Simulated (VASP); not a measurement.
# PtSe2 (Sudovikovite) (P-3m1) in VASP: a series of runs

PtSe2 (Sudovikovite) is run at these levels: PBEsol, LDA; tasks: single point.

Everything below comes from runs of VASP 6.6.1. Logs are shortened: lines on timing, memory, paths and dates and some standing lists are left out, and cuts for length are marked.

### Step 1. The cell of the first run

It takes space group P-3m1 (No. 164, trigonal). Conventional cell: a = 3.648 Å, b = 3.648 Å, c = 4.959 Å, α = 90.00°, β = 90.00°, γ = 120.00°. Pt (site symmetry -3m) has 6 Se at 2.44 Å within 3.2 Å. Within 3.2 Å of Se (site symmetry 3m) lie 3 Pt at 2.44 Å.

### Step 2. Single point, PBEsol (volume scaled by 0.94)

The input, INCAR:

```
  PREC = Accurate
  ENCUT = 520
  EDIFF = 1E-6
  ISMEAR = -1
  SIGMA = 0.05
  LREAL = F
  LASPH = T
  NELM = 100
  ALGO = Normal
  ISIF = 2
  LWAVE = F
  LCHARG = F
  GGA = PS
  NBANDS = 18
```

The input, KPOINTS:

```
regular mesh
0
Gamma
  8 8 5
```

The input, POSCAR:

```
PtSe2
1.0
    3.6479786689      0.0000000000      0.0000000000
   -1.8239893344      3.1592421997      0.0000000000
    0.0000000000      0.0000000000      4.9586648823
Pt Se
1 2
Direct
    0.0000000000      0.0000000000      0.0000000000
    0.6666666667      0.3333333333      0.7500000000
    0.3333333333      0.6666666667      0.2500000000
```

Potentials or basis: VASP PAW PBE potentials, release 64 (Pt, Se).

Run with:

```
cat potpaw_PBE.64/Pt/POTCAR potpaw_PBE.64/Se/POTCAR > POTCAR
mpirun -np 1 vasp_std > vasp.out
```

OUTCAR:

```text
PREC = Accurate
   ENCUT = 520
   EDIFF = 1E-6
   ISMEAR = -1
   LREAL = F
   LASPH = T
   NELM = 100
   ISIF = 2
   GGA = PS

 ion  position               nearest neighbor table
   1  0.000  0.000  0.000-   2 2.44   3 2.44   3 2.44   2 2.44   2 2.44   3 2.44
   2  0.667  0.333  0.750-   1 2.44   1 2.44   1 2.44
   3  0.333  0.667  0.250-   1 2.44   1 2.44   1 2.44

  LATTYP: Found a hexagonal cell.
 ALAT       =     3.6479786689
 C/A-ratio  =     1.3592910848

  Lattice vectors:

 A1 = (   3.6479786689,   0.0000000000,   0.0000000000)
 A2 = (  -1.8239893344,   3.1592421997,   0.0000000000)
 A3 = (   0.0000000000,   0.0000000000,   4.9586648823)

Analysis of symmetry for initial positions (statically):
=====================================================================
 Subroutine PRICEL returns:
 Original cell was already a primitive cell.

 Routine SETGRP: Setting up the symmetry group for a
 hexagonal supercell.

 Subroutine GETGRP returns: Found 12 space group operations
 (whereof 12 operations were pure point group operations)
 out of a pool of 24 trial point group operations.

The static configuration has the point symmetry D_3d.

Analysis of symmetry for dynamics (positions and initial velocities):
=====================================================================
 Subroutine PRICEL returns:
 Original cell was already a primitive cell.

 Routine SETGRP: Setting up the symmetry group for a
 hexagonal supercell.

 Subroutine GETGRP returns: Found 12 space group operations
 (whereof 12 operations were pure point group operations)
 out of a pool of 24 trial point group operations.

The dynamic configuration has the point symmetry D_3d.

 Subroutine INISYM returns: Found 12 space group operations
 (whereof 12 operations are pure point group operations),
 and found     1 'primitive' translations

----------------------------------------------------------------------------------------

                                     Primitive cell

  volume of cell :      57.1479

  direct lattice vectors                    reciprocal lattice vectors
     3.647978669  0.000000000  0.000000000     0.274124410  0.158265802  0.000000000
    -1.823989334  3.159242200  0.000000000     0.000000000  0.316531604  0.000000000
     0.000000000  0.000000000  4.958664882     0.000000000  0.000000000  0.201667187

  length of vectors
     3.647978669  3.647978669  4.958664882     0.316531604  0.316531604  0.201667187
[... 82 lines left out ...]
   NELM   =    100;   NELMIN=  2; NELMDL= -5     # of ELM steps
   EDIFF  = 0.1E-05   stopping-criterion for ELM
   LREAL  =      F    real-space projection
   EDIFFG = 0.1E-04   stopping-criterion for IOM
   NSW    =      0    number of steps for IOM
   IBRION =     -1    ionic relax: 0-MD 1-quasi-New 2-CG
   NFREE  =      0    steps in history (QN), initial steepest desc. (CG)
   ISIF   =      2    stress and relaxation
   ISYM   =      2    0-nonsym 1-usesym 2-fastsym
   POTIM  = 0.5000    time-step for ionic-motion
   TEBEG  =    0.0;   TEEND  =   0.0 temperature during run
   PSTRESS=    0.0 pullay stress
   NELECT =      22.0000    total number of electrons
   NUPDOWN=      -1.0000    fix difference up-down
   EMIN   =  10.00;   EMAX   =-10.00  energy-range for DOS
   EFERMI =   0.00;   METHOD = LEGACY
   ISMEAR =    -1;   SIGMA  =   0.05  broadening in eV -4-tet -1-fermi 0-gaus
   EFERMI_NEDOS =   21; number of points for ismear=-14 and -15
   IALGO  =     38    algorithm
   IMIX   =      4    mixing-type and parameters
     AMIX     =   0.40;   BMIX     =  1.00
     AMIX_MAG =   1.60;   BMIX_MAG =  1.00
  volume/ion in A,a.u.               =      19.05       128.55
  Fermi-wavevector in a.u.,A,eV,Ry     =   1.190919  2.250512 19.296996  1.418289
  Thomas-Fermi vector in A             =   2.326993
   LORBIT       =      0    0 simple, 1 ext, 2 COOP (PROOUT), +10 PAW based schemes
   GGA     = PS    functional components
   LHFCALC =     F    Hartree Fock is set to
   AEXX    =    0.0000 exact exchange contribution
   IVDW    =     0    specifies the selected vdW correction
   LEPSILON=     F    determine dielectric tensor
   LRPA    =     F    only Hartree local field effects (RPA)
 non-spin polarized calculation
  energy-cutoff  :      520.00
  volume of cell :       57.15
 maximum number of plane-waves:      1550
 NGX is ok and might be reduce to    28
   NGX = 13   NGY = 13   NGZ = 19

 number of electron      22.0000001 magnetization

 Free energy of the ion-electron system (eV)
  ---------------------------------------------------
  ext. energy  EPLUGINS =         0.00000000
  ---------------------------------------------------
  free energy    TOTEN  =       -15.73053938 eV

  energy without entropy =      -15.72448631  energy(sigma->0) =      -15.72751285

 E-fermi :   7.3361     XC(G=0): -11.1064

 val. band max:        7.1956051915   @ k =   0.1250   0.0000   0.0000
 cond. band min:       7.3726084651   @ k =   0.3750   0.2500   0.0000
 fundamental gap:      0.1770032737
 Fermi energy:         7.3360833410

 k-point     1 :       0.0000    0.0000    0.0000
  band No.  band energies     occupation
      1      -9.0561      2.00000
      2      -5.8193      2.00000
      3      -0.5254      2.00000
      4       0.2216      2.00000
      5       0.2216      2.00000
      6       2.8586      2.00000
[... 481 lines left out ...]
      5       1.0073      2.00000
      6       1.8410      2.00000
[... 10 lines left out ...]
     17      15.7405      0.00000
     18      16.4243      0.00000

 [... further k-points ...]

------------------------ aborting loop because EDIFF is reached ----------------------------------------

  FORCE on cell =-STRESS in cart. coord.  units (eV):
  Direction    XX          YY          ZZ          XY          YZ          ZX
  --------------------------------------------------------------------------------------
  -------------------------------------------------------------------------------------
  Total        4.9463607      4.9463607      3.1192207      0.0000000      0.0000000      0.0000000
  in kB      138.6744318    138.6744318     87.4493759      0.0000000      0.0000000      0.0000000
  external PRESSURE =     121.5994132 kB  Pullay stress =       0.0000000 kB

 VOLUME and BASIS-vectors are now :
 -----------------------------------------------------------------------------
  energy-cutoff  :      520.00
  volume of cell :       57.15
      direct lattice vectors                 reciprocal lattice vectors
     3.647978669  0.000000000  0.000000000     0.274124410  0.158265802  0.000000000
    -1.823989334  3.159242200  0.000000000     0.000000000  0.316531604  0.000000000
     0.000000000  0.000000000  4.958664882     0.000000000  0.000000000  0.201667187

 POSITION                                       TOTAL-FORCE (eV/Angst)
 -----------------------------------------------------------------------------------
      0.00000      0.00000      0.00000        -0.000000      0.000000     -0.000000
      1.82399      1.05308      3.71900         0.000000     -0.000000     -1.234752
     -0.00000      2.10616      1.23967         0.000000      0.000000      1.234752
 -----------------------------------------------------------------------------------
    total drift:                               -0.000000     -0.000000     -0.000000

  FREE ENERGIE OF THE ION-ELECTRON SYSTEM (eV)
  ---------------------------------------------------
  free  energy   TOTEN  =       -15.7305393849 eV

  energy  without entropy=      -15.7244863115  energy(sigma->0) =      -15.72751285
```

stdout:

```text
POSCAR found type information on POSCAR PtSe
 POSCAR found :  2 types and       3 ions
 scaLAPACK will be used
 -----------------------------------------------------------------------------
|                                                                             |
|                                                                             |
|     You enforced a specific xc type in the INCAR file but a different       |
|     I HOPE YOU KNOW WHAT YOU ARE DOING!                                     |
|                                                                             |
 -----------------------------------------------------------------------------

 LDA part: xc-table for (Slater+PW92), standard interpolation
 POSCAR, INCAR and KPOINTS ok, starting setup
 FFT: planning ... GRIDC
 FFT: planning ... GRID_SOFT
 FFT: planning ... GRID
 WAVECAR not read
 entering main loop
```

Run time: 28 s. Hardware: 1 thread of Intel Xeon Platinum 8259CL at 2.50GHz (Skylake/Cascade Lake), shared host; peak memory 0.2 GiB.

Results:

```
Free energy            : -15.7305 eV
Pressure               : 12.2 GPa
Largest force          : 1.235 eV/Å
Band gap on the k mesh : zero (band 11 reaches 7.71 eV, above the bottom of band 12 at 7.37 eV)
```

Forces in eV/Å, atoms in the order of the input:
```
Pt   0.000  0.000  0.000
Se   0.000  0.000 -1.235
Se   0.000  0.000  1.235
```

Stress tensor (GPa, compression positive):
```
13.87  0.00  0.00
 0.00 13.87  0.00
 0.00  0.00  8.74
```

Caveat: the PAW data sets were made with another functional, which shifts forces and pressure a little; spin-orbit coupling is left out, which moves the levels of the heavy elements.

### Step 3. Single point, LDA (volume scaled by 0.96)

The input, INCAR:

```
SYSTEM = PtSe2
PREC = Accurate
ENCUT = 520
EDIFF = 1E-6
ISMEAR = -1
SIGMA = 0.05
LREAL = .FALSE.
LASPH = .TRUE.
NELM = 80
ALGO = Normal
ISIF = 2
LWAVE = .FALSE.
LCHARG = .TRUE.
GGA = CA
LELF = .TRUE.
LVHAR = .TRUE.
NBANDS = 18
```

The input, KPOINTS:

```
Automatic mesh
0
G
  8 8 5
  0 0 0
```

The input, POSCAR:

```
PtSe2
1.0
    3.6736695059      0.0000000000      0.0000000000
   -1.8368347530      3.1814911172      0.0000000000
    0.0000000000      0.0000000000      4.9935862081
Pt Se
1 2
Direct
    0.0000000000      0.0000000000      0.0000000000
    0.6666666667      0.3333333333      0.7500000000
    0.3333333333      0.6666666667      0.2500000000
```

Potentials or basis: VASP PAW LDA potentials, release 64 (Pt, Se).

Run with:

```
cat potpaw_LDA.64/Pt/POTCAR potpaw_LDA.64/Se/POTCAR > POTCAR
mpirun -np 1 vasp_std > vasp.out
```

OUTCAR:

```text
SYSTEM = PtSe2
   PREC = Accurate
   ENCUT = 520
   EDIFF = 1E-6
   ISMEAR = -1
   LREAL = .FALSE.
   LASPH = .TRUE.
   NELM = 80
   ISIF = 2
   GGA = CA

 ion  position               nearest neighbor table
   1  0.000  0.000  0.000-   2 2.46   3 2.46   2 2.46   3 2.46   2 2.46   3 2.46
   2  0.667  0.333  0.750-   1 2.46   1 2.46   1 2.46
   3  0.333  0.667  0.250-   1 2.46   1 2.46   1 2.46

  LATTYP: Found a hexagonal cell.
 ALAT       =     3.6736695059
 C/A-ratio  =     1.3592910849

  Lattice vectors:

 A1 = (   3.6736695059,   0.0000000000,   0.0000000000)
 A2 = (  -1.8368347530,   3.1814911172,   0.0000000000)
 A3 = (   0.0000000000,   0.0000000000,   4.9935862081)

Analysis of symmetry for initial positions (statically):
=====================================================================
 Subroutine PRICEL returns:
 Original cell was already a primitive cell.

 Routine SETGRP: Setting up the symmetry group for a
 hexagonal supercell.

 Subroutine GETGRP returns: Found 12 space group operations
 (whereof 12 operations were pure point group operations)
 out of a pool of 24 trial point group operations.

The static configuration has the point symmetry D_3d.

Analysis of symmetry for dynamics (positions and initial velocities):
=====================================================================
 Subroutine PRICEL returns:
 Original cell was already a primitive cell.

 Routine SETGRP: Setting up the symmetry group for a
 hexagonal supercell.

 Subroutine GETGRP returns: Found 12 space group operations
 (whereof 12 operations were pure point group operations)
 out of a pool of 24 trial point group operations.

[... 115 lines left out ...]
   EMIN   =  10.00;   EMAX   =-10.00  energy-range for DOS
   EFERMI =   0.00;   METHOD = LEGACY
   ISMEAR =    -1;   SIGMA  =   0.05  broadening in eV -4-tet -1-fermi 0-gaus
   EFERMI_NEDOS =   21; number of points for ismear=-14 and -15
   IALGO  =     38    algorithm
   IMIX   =      4    mixing-type and parameters
     AMIX     =   0.40;   BMIX     =  1.00
     AMIX_MAG =   1.60;   BMIX_MAG =  1.00
  volume/ion in A,a.u.               =      19.45       131.29
  Fermi-wavevector in a.u.,A,eV,Ry     =   1.182591  2.234773 19.028043  1.398522
  Thomas-Fermi vector in A             =   2.318842
   LORBIT       =      0    0 simple, 1 ext, 2 COOP (PROOUT), +10 PAW based schemes
   GGA     = CA    functional components
   LHFCALC =     F    Hartree Fock is set to
   AEXX    =    0.0000 exact exchange contribution
   IVDW    =     0    specifies the selected vdW correction
   LEPSILON=     F    determine dielectric tensor
   LRPA    =     F    only Hartree local field effects (RPA)
 non-spin polarized calculation
  energy-cutoff  :      520.00
  volume of cell :       58.36
 maximum number of plane-waves:      1588
 NGX is ok and might be reduce to    28
   NGX = 13   NGY = 13   NGZ = 19

 number of electron      22.0000000 magnetization

 Free energy of the ion-electron system (eV)
  ---------------------------------------------------
  ext. energy  EPLUGINS =         0.00000000
  ---------------------------------------------------
  free energy    TOTEN  =       -17.01775491 eV

  energy without entropy =      -17.01153164  energy(sigma->0) =      -17.01464327

 E-fermi :   7.1294     XC(G=0): -11.0921

 val. band max:        7.0039821568   @ k =   0.1250   0.0000   0.0000
 cond. band min:       7.1671737222   @ k =   0.3750   0.2500   0.0000
 fundamental gap:      0.1631915654
 Fermi energy:         7.1294279989

 k-point     1 :       0.0000    0.0000    0.0000
  band No.  band energies     occupation
      1      -9.0134      2.00000
      2      -5.9374      2.00000
      3      -0.4834      2.00000
      4       0.2314      2.00000
      5       0.2314      2.00000
      6       2.8206      2.00000
[... 481 lines left out ...]
      5       0.9964      2.00000
      6       1.8170      2.00000
[... 10 lines left out ...]
     17      15.5440      0.00000
     18      16.1947      0.00000

 [... further k-points ...]

------------------------ aborting loop because EDIFF is reached ----------------------------------------

  FORCE on cell =-STRESS in cart. coord.  units (eV):
  Direction    XX          YY          ZZ          XY          YZ          ZX
  --------------------------------------------------------------------------------------
  -------------------------------------------------------------------------------------
  Total        2.6040385      2.6040385      1.3542610     -0.0000000      0.0000000     -0.0000000
  in kB       71.4849517     71.4849517     37.1765953     -0.0000000      0.0000000     -0.0000000
  external PRESSURE =      60.0488329 kB  Pullay stress =       0.0000000 kB

 VOLUME and BASIS-vectors are now :
 -----------------------------------------------------------------------------
  energy-cutoff  :      520.00
  volume of cell :       58.36
      direct lattice vectors                 reciprocal lattice vectors
     3.673669506  0.000000000  0.000000000     0.272207393  0.157159012  0.000000000
    -1.836834753  3.181491117  0.000000000     0.000000000  0.314318024  0.000000000
     0.000000000  0.000000000  4.993586208     0.000000000  0.000000000  0.200256881

 POSITION                                       TOTAL-FORCE (eV/Angst)
 -----------------------------------------------------------------------------------
      0.00000      0.00000      0.00000        -0.000000      0.000000      0.000000
      1.83683      1.06050      3.74519         0.000000      0.000000     -0.798337
     -0.00000      2.12099      1.24840        -0.000000     -0.000000      0.798337
 -----------------------------------------------------------------------------------
    total drift:                               -0.000000     -0.000000     -0.000000

  FREE ENERGIE OF THE ION-ELECTRON SYSTEM (eV)
  ---------------------------------------------------
  free  energy   TOTEN  =       -17.0177549089 eV

  energy  without entropy=      -17.0115316357  energy(sigma->0) =      -17.01464327
```

It took 27 s on 1 thread of Intel Xeon Platinum 8259CL at 2.50GHz (Skylake/Cascade Lake), shared host; peak memory 0.18 GiB.

Results:

```
Free energy            : -17.0178 eV
Pressure               : 6.0 GPa
Largest force          : 0.798 eV/Å
Band gap on the k mesh : zero (band 11 reaches 7.51 eV, above the bottom of band 12 at 7.17 eV)
```

Forces in eV/Å, atoms in the order of the input:
```
Pt   0.000  0.000  0.000
Se   0.000  0.000 -0.798
Se   0.000  0.000  0.798
```

Caveat: spin-orbit coupling is left out, which moves the levels of the heavy elements.

### Step 4. Single point, PBEsol (volume scaled by 0.96)

The input, INCAR:

```
ALGO     = Normal         # electronic algorithm
EDIFF    = 1E-7           # SCF threshold, eV
ENCUT    = 520            # plane-wave cutoff, eV
GGA      = PS             # functional
ISIF     = 2              # what is computed and relaxed
ISMEAR   = -1             # smearing method
LASPH    = True           # aspherical terms in the spheres
LCHARG   = False          # write CHGCAR
LREAL    = False          # projectors in reciprocal space
LWAVE    = False          # write WAVECAR
NBANDS   = 18             # bands
NELM     = 80             # most SCF steps
PREC     = Accurate       # precision mode
SIGMA    = 0.05           # smearing width, eV
```

The input, KPOINTS:

```
k-points
0
Gamma
  8 8 5
```

POSCAR is that of step 3.

Potentials or basis: VASP PAW PBE potentials, release 64 (Pt, Se).

Run with:

```
cat potpaw_PBE.64/Pt/POTCAR potpaw_PBE.64/Se/POTCAR > POTCAR
mpirun -np 1 vasp_std > vasp.out
```

Wall time 33 s (1 thread of Intel Xeon Platinum 8259CL at 2.50GHz (Skylake/Cascade Lake), shared host); peak memory 0.2 GiB.

The run converged. Its results:

| Property | Result |
| --- | --- |
| Free energy | -15.8087 eV |
| Pressure | 8.4 GPa |
| Largest force | 0.916 eV/Å |
| Band gap on the k mesh | zero (band 11 reaches 7.40 eV, above the bottom of band 12 at 7.06 eV) |

Forces in eV/Å, atoms in the order of the input:
```
Pt   0.000  0.000  0.000
Se   0.000  0.000 -0.916
Se   0.000  0.000  0.916
```

Stress tensor (GPa, compression positive):
```
9.69 0.00 0.00
0.00 9.69 0.00
0.00 0.00 5.95
```

Levels at points of the mesh, in eV from the Fermi level:
| k point | band 8 | band 9 | band 10 | band 11 | band 12 | band 13 | band 14 | band 15 |
| --- | --- | --- | --- | --- | --- | --- | --- | --- |
| (0.00, 0.00, 0.00) | -2.76 | -1.16 | -1.16 | 0.38 | 1.48 | 1.48 | 3.35 | 4.35 |
| (0.50, 0.00, 0.00) | -3.80 | -3.77 | -3.67 | -3.14 | 0.61 | 2.46 | 4.80 | 5.69 |

Caveat: the PAW data sets were made with another functional, which shifts forces and pressure a little; spin-orbit coupling is left out, which moves the levels of the heavy elements.

### Step 5. Summary

```csv
level,potentials or basis,cell,gap on the mesh (eV),pressure (GPa),largest force (eV/Å)
PBEsol,"VASP PAW PBE potentials, release 64 (Pt, Se)","a = 3.648, b = 3.648, c = 4.959 Å, angles 90.0, 90.0, 120.0°, 3 atoms",none,12.2,1.23
LDA,"VASP PAW LDA potentials, release 64 (Pt, Se)","a = 3.674, b = 3.674, c = 4.994 Å, angles 90.0, 90.0, 120.0°, 3 atoms",none,6.0,0.80
PBEsol,"VASP PAW PBE potentials, release 64 (Pt, Se)","a = 3.674, b = 3.674, c = 4.994 Å, angles 90.0, 90.0, 120.0°, 3 atoms",none,8.4,0.92
```

Alike in all rows: task single point; no spin polarisation; k mesh 8 × 8 × 5; cutoff (eV) 520; smearing fermi-dirac 0.05 eV.

Caveats: spin-orbit coupling is left out, which moves the levels of the heavy elements; the PAW data sets were made with another functional, which shifts forces and pressure a little (some runs).

Total energies depend on the potentials used, so only differences within one code and one set of settings carry meaning.
